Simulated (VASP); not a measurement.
# Mo (Im-3m) in VASP: further runs

Runs on Mo. Level: PBEsol. Tasks: single point.

All numbers are computed with VASP 6.6.1; they aren't measurements. Logs are shortened: lines on timing, memory, paths and dates and some standing lists are left out, and cuts for length are marked.

## 1. The cell of the first run

Symmetry: Im-3m, No. 229, cubic system. Conventional cell: a = 3.080 Å, b = 3.080 Å, c = 3.080 Å, α = 90.00°, β = 90.00°, γ = 90.00°. Within 3.5 Å of Mo (site symmetry m-3m) lie 14 Mo at 2.67 to 3.08 Å.

## 2. Single point, PBEsol

INCAR reads:

```
SYSTEM = Mo
PREC     = Accurate       ! precision mode
ENCUT    = 520            ! plane-wave cutoff, eV
EDIFF    = 1E-6           ! SCF threshold, eV
ISMEAR   = -1             ! smearing method
SIGMA    = 0.1            ! smearing width, eV
LREAL    = .False.        ! projectors in reciprocal space
LASPH    = .True.         ! aspherical terms in the spheres
NELM     = 100            ! most SCF steps
ALGO     = Normal         ! electronic algorithm
ISIF     = 2              ! what is computed and relaxed
LWAVE    = .False.        ! write WAVECAR
LCHARG   = .False.        ! write CHGCAR
GGA      = PS             ! functional
NBANDS   = 13             ! bands
```

KPOINTS reads:

```
regular mesh
0
Gamma
  24 24 24
  0 0 0
```

POSCAR reads:

```
Mo
1.0
   -1.5398611302      1.5398611302      1.5398611302
    1.5398611302     -1.5398611302      1.5398611302
    1.5398611302      1.5398611302     -1.5398611302
Mo
1
Direct
    0.0000000000      0.0000000000      0.0000000000
```

Potentials or basis: VASP PAW PBE potentials, release 64 (Mo_sv).

The run is started by

```sh
$ cat potpaw_PBE.64/Mo_sv/POTCAR > POTCAR
$ mpirun -np 1 vasp_std > vasp.out
```

OUTCAR:

```text
SYSTEM = Mo
   PREC = Accurate
   ENCUT = 520
   EDIFF = 1E-6
   ISMEAR = -1
   LREAL = .False.
   LASPH = .True.
   NELM = 100
   ISIF = 2
   GGA = PS

 ion  position               nearest neighbor table
   1  0.000  0.000  0.000-

  LATTYP: Found a body centered cubic cell.
 ALAT       =     3.0797222604

  Lattice vectors:

 A1 = (  -1.5398611302,   1.5398611302,   1.5398611302)
 A2 = (   1.5398611302,  -1.5398611302,   1.5398611302)
 A3 = (   1.5398611302,   1.5398611302,  -1.5398611302)

Analysis of symmetry for initial positions (statically):
=====================================================================
 Subroutine PRICEL returns:
 Original cell was already a primitive cell.

 Routine SETGRP: Setting up the symmetry group for a
 body centered cubic supercell.

 Subroutine GETGRP returns: Found 48 space group operations
 (whereof 48 operations were pure point group operations)
 out of a pool of 48 trial point group operations.

The static configuration has the point symmetry O_h .

Analysis of symmetry for dynamics (positions and initial velocities):
=====================================================================
 Subroutine PRICEL returns:
 Original cell was already a primitive cell.

 Routine SETGRP: Setting up the symmetry group for a
 body centered cubic supercell.

 Subroutine GETGRP returns: Found 48 space group operations
 (whereof 48 operations were pure point group operations)
 out of a pool of 48 trial point group operations.

The dynamic configuration has the point symmetry O_h .

 Subroutine INISYM returns: Found 48 space group operations
 (whereof 48 operations are pure point group operations),
 and found     1 'primitive' translations

----------------------------------------------------------------------------------------

                                     Primitive cell

  volume of cell :      14.6051

  direct lattice vectors                    reciprocal lattice vectors
    -1.539861130  1.539861130  1.539861130     0.000000000  0.324704605  0.324704605
     1.539861130 -1.539861130  1.539861130     0.324704605  0.000000000  0.324704605
     1.539861130  1.539861130 -1.539861130     0.324704605  0.324704605  0.000000000

  length of vectors
     2.667117714  2.667117714  2.667117714     0.459201656  0.459201656  0.459201656

  position of ions in fractional coordinates (direct lattice)
     0.000000000  0.000000000  0.000000000
[... 76 lines left out ...]
   EDIFF  = 0.1E-05   stopping-criterion for ELM
   LREAL  =      F    real-space projection
   EDIFFG = 0.1E-04   stopping-criterion for IOM
   NSW    =      0    number of steps for IOM
   IBRION =     -1    ionic relax: 0-MD 1-quasi-New 2-CG
   NFREE  =      0    steps in history (QN), initial steepest desc. (CG)
   ISIF   =      2    stress and relaxation
   ISYM   =      2    0-nonsym 1-usesym 2-fastsym
   POTIM  = 0.5000    time-step for ionic-motion
   TEBEG  =    0.0;   TEEND  =   0.0 temperature during run
   PSTRESS=    0.0 pullay stress
   NELECT =      14.0000    total number of electrons
   NUPDOWN=      -1.0000    fix difference up-down
   EMIN   =  10.00;   EMAX   =-10.00  energy-range for DOS
   EFERMI =   0.00;   METHOD = LEGACY
   ISMEAR =    -1;   SIGMA  =   0.10  broadening in eV -4-tet -1-fermi 0-gaus
   EFERMI_NEDOS =   21; number of points for ismear=-14 and -15
   IALGO  =     38    algorithm
   IMIX   =      4    mixing-type and parameters
     AMIX     =   0.40;   BMIX     =  1.00
     AMIX_MAG =   1.60;   BMIX_MAG =  1.00
  volume/ion in A,a.u.               =      14.61        98.56
  Fermi-wavevector in a.u.,A,eV,Ry     =   1.614170  3.050339 35.450592  2.605545
  Thomas-Fermi vector in A             =   2.709122
   LORBIT       =      0    0 simple, 1 ext, 2 COOP (PROOUT), +10 PAW based schemes
   GGA     = PS    functional components
   LHFCALC =     F    Hartree Fock is set to
   AEXX    =    0.0000 exact exchange contribution
   IVDW    =     0    specifies the selected vdW correction
   LEPSILON=     F    determine dielectric tensor
   LRPA    =     F    only Hartree local field effects (RPA)
 non-spin polarized calculation
  energy-cutoff  :      520.00
  volume of cell :       14.61
 maximum number of plane-waves:       420
   NGX =  9   NGY =  9   NGZ =  9

 number of electron      13.9999997 magnetization

 Free energy of the ion-electron system (eV)
  ---------------------------------------------------
  ext. energy  EPLUGINS =         0.00000000
  ---------------------------------------------------
  free energy    TOTEN  =       -11.75278867 eV

  energy without entropy =      -11.73216200  energy(sigma->0) =      -11.74247534

 E-fermi :  13.6156     XC(G=0): -13.9161

 val. band max:       13.6076946415   @ k =  -0.1250   0.2083   0.0417
 cond. band min:      13.6300004186   @ k =  -0.2500   0.3750   0.1250
 fundamental gap:      0.0223057771
 Fermi energy:        13.6155915116

 k-point     1 :       0.0000    0.0000    0.0000
  band No.  band energies     occupation
      1     -47.6235      2.00000
      2     -20.7345      2.00000
      3     -20.7345      2.00000
      4     -20.7345      2.00000
      5       6.0927      2.00000
      6      12.0830      2.00000
      7      12.0830      2.00000
      8      12.0830      2.00000
      9      15.3603      0.00000
     10      15.3603      0.00000
     11      28.4867      0.00000
     12      28.4867      0.00000
     13      28.4867      0.00000
[... 354 lines left out ...]
  band No.  band energies     occupation
      1     -47.2731      2.00000
      2     -22.4617      2.00000
      3     -21.2898      2.00000
      4     -20.7655      2.00000
      5       7.8797      2.00000
      6       9.8649      2.00000
      7      14.9968      0.00000
      8      15.4384      0.00000
      9      16.3822      0.00000
     10      18.9698      0.00000
     11      25.7816      0.00000
     12      26.3278      0.00000
     13      31.7219      0.00000

 [... further k-points ...]
[... 5 lines left out ...]
  --------------------------------------------------------------------------------------
  -------------------------------------------------------------------------------------
  Total        1.4310952      1.4310952      1.4310952      0.0000000      0.0000000      0.0000000
  in kB      156.9908921    156.9908921    156.9908921      0.0000000      0.0000000      0.0000000
  external PRESSURE =     156.9908921 kB  Pullay stress =       0.0000000 kB

 VOLUME and BASIS-vectors are now :
 -----------------------------------------------------------------------------
  energy-cutoff  :      520.00
  volume of cell :       14.61
      direct lattice vectors                 reciprocal lattice vectors
    -1.539861130  1.539861130  1.539861130     0.000000000  0.324704605  0.324704605
     1.539861130 -1.539861130  1.539861130     0.324704605  0.000000000  0.324704605
     1.539861130  1.539861130 -1.539861130     0.324704605  0.324704605  0.000000000

 POSITION                                       TOTAL-FORCE (eV/Angst)
 -----------------------------------------------------------------------------------
      0.00000      0.00000      0.00000        -0.000000     -0.000000     -0.000000
 -----------------------------------------------------------------------------------
    total drift:                                0.000000      0.000000      0.000000

  FREE ENERGIE OF THE ION-ELECTRON SYSTEM (eV)
  ---------------------------------------------------
  free  energy   TOTEN  =       -11.7527886733 eV

  energy  without entropy=      -11.7321620013  energy(sigma->0) =      -11.74247534
```

Wall time 31 s (1 thread of Intel Xeon Platinum 8488C (Sapphire Rapids), shared host); peak memory 0.18 GiB.

Results:

```yaml
Free_energy: -11.7528 eV
Pressure: 15.7 GPa
Band_gap_on_the_k_mesh: zero (band 7 reaches 18.00 eV, above the bottom of band 8 at 12.08 eV)
```

Caveat: the PAW data sets were made with another functional, which shifts forces and pressure a little.

## 3. Single point, PBEsol

This run uses another cell than the first one, of 14.83 Å³/atom, 1.015 times its volume.

INCAR reads:

```
SYSTEM = Mo
  ALGO = Normal
  EDIFF = 1E-7
  ENCUT = 520
  GGA = PS
  ISIF = 2
  ISMEAR = -1
  LASPH = .TRUE.
  LCHARG = .FALSE.
  LREAL = .FALSE.
  LWAVE = .FALSE.
  NBANDS = 13
  NELM = 60
  PREC = Accurate
  SIGMA = 0.1
```

KPOINTS reads:

```
k-points
0
G
  24 24 24
  0 0 0
```

POSCAR reads:

```
Mo
1.0
   -1.5476699415      1.5476699415      1.5476699415
    1.5476699415     -1.5476699415      1.5476699415
    1.5476699415      1.5476699415     -1.5476699415
Mo
1
Direct
    0.0000000000      0.0000000000      0.0000000000
```

Potentials or basis: VASP PAW PBE potentials, release 64 (Mo_sv).

The run is started by

```sh
$ cat potpaw_PBE.64/Mo_sv/POTCAR > POTCAR
$ mpirun -np 1 vasp_std > vasp.out
```

Wall time 33 s (1 thread of Intel Xeon Platinum 8488C (Sapphire Rapids), shared host); peak memory 0.18 GiB.

It converged, with:

* Free energy: -11.7712 eV
* Pressure: 10.6 GPa
* Band gap on the k mesh: zero (band 7 reaches 17.65 eV, above the bottom of band 8 at 11.86 eV)

Levels at points of the mesh, in eV from the Fermi level:
| k point | band 4 | band 5 | band 6 | band 7 | band 8 | band 9 | band 10 | band 11 |
| --- | --- | --- | --- | --- | --- | --- | --- | --- |
| (0.00, 0.00, 0.00) | -34.38 | -7.48 | -1.50 | -1.50 | -1.50 | 1.72 | 1.72 | 14.86 |
| (0.50, 0.00, 0.00) | -34.40 | -5.70 | -3.70 | 1.79 | 1.80 | 2.46 | 5.14 | 12.01 |
| (0.50, 0.50, 0.50) | -35.52 | -5.91 | -5.91 | 4.30 | 4.30 | 4.30 | 9.42 | 9.42 |

Caveat: the PAW data sets were made with another functional, which shifts forces and pressure a little.

## 4. Single point, PBEsol

This run uses another cell than the first one, of 14.97 Å³/atom, 1.025 times its volume.

INCAR reads:

```
PREC = Accurate ; ENCUT = 520
EDIFF = 1E-6 ; ISMEAR = -1
SIGMA = 0.1 ; LREAL = F
LASPH = T ; NELM = 100
ALGO = Normal ; ISIF = 2
LWAVE = F ; LCHARG = T
GGA = PS ; LELF = T
LVHAR = T ; NBANDS = 13
```

KPOINTS reads:

```
regular mesh
0
Gamma
  24 24 24
```

POSCAR reads:

```
Mo
1.0
   -1.5525374108      1.5525374108      1.5525374108
    1.5525374108     -1.5525374108      1.5525374108
    1.5525374108      1.5525374108     -1.5525374108
Mo
1
Direct
    0.0000000000      0.0000000000      0.0000000000
```

The run is started by

```sh
$ cat potpaw_PBE.64/Mo_sv/POTCAR > POTCAR
$ mpirun -np 1 vasp_std > vasp.out
```

It took 38 s on 1 thread of Intel Xeon Platinum 8488C (Sapphire Rapids), shared host; peak memory 0.18 GiB.

It converged, with:

```
Free energy            : -11.7793 eV
Pressure               : 7.6 GPa
Band gap on the k mesh : zero (band 7 reaches 17.44 eV, above the bottom of band 8 at 11.72 eV)
```

Levels at points of the mesh, in eV from the Fermi level:
| k point | band 3 | band 4 | band 5 | band 6 | band 7 | band 8 | band 9 | band 10 | band 11 | band 12 |
| --- | --- | --- | --- | --- | --- | --- | --- | --- | --- | --- |
| (0.00, 0.00, 0.00) | -34.40 | -34.40 | -7.44 | -1.47 | -1.47 | -1.47 | 1.71 | 1.71 | 14.85 | 14.85 |
| (0.50, 0.00, 0.00) | -34.91 | -34.42 | -5.64 | -3.65 | 1.76 | 1.77 | 2.43 | 5.07 | 11.99 | 12.30 |
| (0.50, 0.50, 0.50) | -35.51 | -35.51 | -5.83 | -5.83 | 4.24 | 4.24 | 4.24 | 9.34 | 9.34 | 9.34 |

Caveat: the PAW data sets were made with another functional, which shifts forces and pressure a little.

## 5. Single point, PBEsol

This run uses another cell than the first one, of 15.12 Å³/atom, 1.035 times its volume.

INCAR reads:

```
  ALGO = Normal
  EDIFF = 1E-6
  ENCUT = 520
  GGA = PS
  ISIF = 2
  ISMEAR = -1
  LASPH = T
  LCHARG = F
  LREAL = F
  LWAVE = F
  NBANDS = 13
  NELM = 60
  PREC = Accurate
  SIGMA = 0.1
```

KPOINTS reads:

```
k-points
0
Gamma
  24 24 24
```

POSCAR reads:

```
Mo
1.0
   -1.5577072995      1.5577072995      1.5577072995
    1.5577072995     -1.5577072995      1.5577072995
    1.5577072995      1.5577072995     -1.5577072995
Mo
1
Direct
    0.0000000000      0.0000000000      0.0000000000
```

The run is started by

```sh
$ cat potpaw_PBE.64/Mo_sv/POTCAR > POTCAR
$ mpirun -np 1 vasp_std > vasp.out
```

Run time: 31 s. Hardware: 1 thread of Intel Xeon Platinum 8488C (Sapphire Rapids), shared host; peak memory 0.18 GiB.

It converged, with:

- Free energy: -11.7851 eV
- Pressure: 4.6 GPa
- Band gap on the k mesh: zero (band 7 reaches 17.21 eV, above the bottom of band 8 at 11.58 eV)

Levels at points of the mesh, in eV from the Fermi level:
| k point | band 3 | band 4 | band 5 | band 6 | band 7 | band 8 | band 9 | band 10 | band 11 | band 12 |
| --- | --- | --- | --- | --- | --- | --- | --- | --- | --- | --- |
| (0.00, 0.00, 0.00) | -34.42 | -34.42 | -7.41 | -1.45 | -1.45 | -1.45 | 1.69 | 1.69 | 14.84 | 14.84 |
| (0.50, 0.00, 0.00) | -34.92 | -34.44 | -5.58 | -3.59 | 1.72 | 1.74 | 2.40 | 5.00 | 11.98 | 12.14 |
| (0.50, 0.50, 0.50) | -35.50 | -35.50 | -5.75 | -5.75 | 4.19 | 4.19 | 4.19 | 9.27 | 9.27 | 9.27 |

Caveat: the PAW data sets were made with another functional, which shifts forces and pressure a little.

## 6. Summary

| cell | gap on the mesh (eV) | pressure (GPa) |
| --- | --- | --- |
| a = 2.667 Å, angles 109.5°, 1 atom | none | 15.7 |
| a = 2.681 Å, angles 109.5°, 1 atom | none | 10.6 |
| a = 2.689 Å, angles 109.5°, 1 atom | none | 7.6 |
| a = 2.698 Å, angles 109.5°, 1 atom | none | 4.6 |

Alike in all rows: task single point; level PBEsol; potentials or basis VASP PAW PBE potentials, release 64 (Mo_sv); no spin polarisation; k mesh 24 × 24 × 24; cutoff (eV) 520; smearing fermi-dirac 0.1 eV.

Caveats: the PAW data sets were made with another functional, which shifts forces and pressure a little.

Total energies depend on the potentials used, so only differences within one code and one set of settings carry meaning.
